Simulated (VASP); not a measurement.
Li:

```
CELL_PARAMETERS angstrom
-1.75465 1.75465 1.75465
1.75465 -1.75465 1.75465
1.75465 1.75465 -1.75465
ATOMIC_POSITIONS crystal
Li 0.00000 0.00000 0.00000
```

- Program: VASP 6.6.1
- Task: relaxation of volume and atoms at fixed shape
- Functional: PBEsol
- Potentials or basis: VASP PAW PBE potentials, release 64 (Li_sv)
- Cutoff: 600 eV
- k mesh: 19 × 19 × 19
- Occupations: fermi-dirac, width 0.02 eV
- Spin: no spin polarisation

At the start: pressure -0.9 GPa; volume 21.61 Å³/atom.

Problem. Where does the relaxation end?

Solution. Over 3 steps the energy falls by 4.7 meV/atom and the volume is 20.25 Å³/atom (-6.3 %); space group Im-3m (No. 229, to 0.1 Å) before and after.

The path:
```
step  energy change (eV)  largest force (eV/Å)  pressure (GPa)  volume (Å³)
   1              0.0000                0.0000           -0.91        21.61
   2             -0.0020                0.0000           -0.72        21.23
   3             -0.0047                0.0000           -0.17        20.25
```

Final structure:
```xyz
1
Lattice="-1.7172 1.7172 1.7172 1.7172 -1.7172 1.7172 1.7172 1.7172 -1.7172" Properties=species:S:1:pos:R:3 pbc="T T T"
Li    0.0000    0.0000    0.0000
```

Caveat: the cutoff is under 1.25 times the usual one of these potentials, so pressure, stress and relaxed cells hold a basis-set (Pulay) error; the PAW data sets were made with another functional, which shifts forces and pressure a little.
